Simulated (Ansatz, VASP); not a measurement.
## CuO2 in VASP and in Ansatz

```
Cu O
1.0
     0.00000    2.44415    2.44415
     2.44415    0.00000    2.44415
     2.44415    2.44415    0.00000
Cu O
1 2
Direct
  0.00000 0.00000 0.00000
  0.25000 0.25000 0.25000
  0.75000 0.75000 0.75000
```

Alike in both runs: task single point; functional PBE; k mesh 14 × 14 × 14; occupations gaussian, width 0.1 eV; no spin polarisation; Hubbard terms Cu d U = 4.0 eV.

|  | VASP | Ansatz |
| --- | --- | --- |
| version | VASP 6.6.1 | Ansatz 0.2.0 |
| potentials or method | VASP PAW PBE potentials, release 64 (Cu, O), cutoff 520 eV | scalar-relativistic, plane waves, PAW |
| valence electrons in the cell | 23 | 31 |

```csv
,VASP,Ansatz,Ansatz less VASP
gap on the k mesh at the Fermi level (eV),none,none,-
pressure (GPa),-5.4,-2.1,+3.29
```

The programs project onto different local orbitals, so the same U acts differently, and such runs can settle in different states. A gap of «none» marks a metal or a gap that the smearing closes. VASP's potentials hold 23 valence electrons a cell and Ansatz's 31, so a difference there can come from the potentials and not from the codes. Ansatz's warnings: filled band counts differ across k points.
